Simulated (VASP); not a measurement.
Crystal: MgCd5.

```xyz
6
Lattice="5.1834 0.0000 0.0000 -2.5917 4.4890 0.0000 0.0000 0.0000 5.5644" Properties=species:S:1:pos:R:3 pbc="T T T"
Mg    0.0000    0.0000    2.7822
Cd   -0.8598    1.4893    0.0000
Cd    1.7319    2.9997    0.0000
Cd    1.7197    0.0000    0.0000
Cd    2.5917    1.4963    2.7822
Cd    0.0000    2.9927    2.7822
```

* Program: VASP 6.6.1
* Task: relaxation of cell and atoms
* Functional: LDA
* Potentials or basis: VASP PAW LDA potentials, release 64 (Mg, Cd)
* Cutoff: 600 eV
* k mesh: 6 × 6 × 5
* Occupations: methfessel-paxton, width 0.1 eV
* Spin: no spin polarisation

At the start: pressure -4.3 GPa; volume 21.58 Å³/atom.

Problem. Where does the relaxation end?

Solution. Over 7 steps the energy falls by 25.2 meV/atom and the volume is 19.88 Å³/atom (-7.9 %); space group P-62m (No. 189, to 0.1 Å) before and after.

Step by step:
| step | energy change (eV) | largest force (eV/Å) | pressure (GPa) | volume (Å³) |
| --- | --- | --- | --- | --- |
| 1 | 0.0000 | 0.0772 | -4.30 | 129.47 |
| 2 | -0.1444 | 0.0675 | 0.41 | 118.92 |
| 3 | -0.1453 | 0.0697 | -0.01 | 119.60 |
| 4 | -0.1504 | 0.0427 | 0.01 | 119.34 |
| 5 | -0.1511 | 0.0296 | 0.03 | 119.21 |
| 6 | -0.1511 | 0.0285 | 0.05 | 119.20 |
| 7 | -0.1513 | 0.0175 | -0.02 | 119.30 |

Final structure:
```
CELL_PARAMETERS angstrom
5.06570 0.00000 0.00000
-2.53285 4.38702 0.00000
0.00000 0.00000 5.36832
ATOMIC_POSITIONS crystal
Mg 0.00000 0.00000 0.50000
Cd 0.00000 0.33379 0.00000
Cd 0.66622 0.66622 0.00000
Cd 0.33378 0.00000 0.00000
Cd 0.66667 0.33333 0.50000
Cd 0.33333 0.66667 0.50000
```
